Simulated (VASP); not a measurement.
Si, 8 atoms in the cell. Symmetry: C2/m, No. 12, monoclinic system. The conventional cell has a = 14.129 Å, b = 3.702 Å, c = 6.293 Å, α = 90.00°, β = 96.93°, γ = 90.00°. Within 3.1 Å of Si (site symmetry m) lie 4 Si at 2.32 to 2.38 Å. Within 3.1 Å of Si (site symmetry m) lie 4 Si at 2.32 to 2.46 Å. Within 3.0 Å of Si (site symmetry m) lie 4 Si at 2.29 to 2.38 Å. Within 3.0 Å of Si (site symmetry m) lie 4 Si at 2.28 to 2.46 Å.  This cell differs from its parent crystal: strain +0.0300 x Voigt [1, -1, 0, 0, 0, 0].

```yaml
Program: VASP 6.6.1
Task: single point
Functional: LDA
Potentials_or_basis: VASP PAW LDA potentials, release 64 (Si)
Cutoff: 520 eV
k_mesh: 10 × 10 × 6
Occupations: gaussian, width 0.03 eV
Spin: no spin polarisation
Dipole_correction: no
Further_INCAR_settings: ALGO = Normal; EDIFF = 1e-07; NBANDS = 26
```

Potentials or basis: VASP PAW LDA potentials, release 64 (Si).

Command:

```console
$ cat potpaw_LDA.64/Si/POTCAR > POTCAR
$ mpirun -np 1 vasp_std > vasp.out
```

Hardware: 1 thread of Intel Xeon 8259CL, with other jobs on the host.

Question: How long does it take, and how much memory?

Answer: Run time: 37 min on 1 thread of Intel Xeon 8259CL, on a shared host, peak memory 0.61 GiB. Counts: scf iterations 15, k points 172.
